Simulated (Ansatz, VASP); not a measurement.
**One calculation of Mg, two programs**

```
Mg
1.0
     3.20927    0.00000    0.00000
    -1.60464    2.77931    0.00000
     0.00000    0.00000    5.36664
Mg
2
Cartesian
  0.0000 1.8529 1.3417
  1.6046 0.9264 4.0250
```

Change from the starting cell: zz strain of +3 %.

Alike in both runs: task single point; functional PBE; k mesh 12 × 12 × 7; occupations fermi-dirac, width 0.08 eV; no spin polarisation.

|  | VASP | Ansatz |
| --- | --- | --- |
| version | VASP 6.6.1 | Ansatz 0.2.0 |
| potentials or method | VASP PAW PBE potentials, release 64 (Mg), cutoff 520 eV | all-electron LAPW, scalar-relativistic |

|  | VASP | Ansatz | Ansatz less VASP |
| --- | --- | --- | --- |
| pressure (GPa) | -1.5 | -1.4 | +0.11 |
| traceless stress, the component that is largest in VASP (GPa) | -1.33 | -1.32 | +0.003 |

Ansatz ran all-electron here, and VASP with PAW potentials.
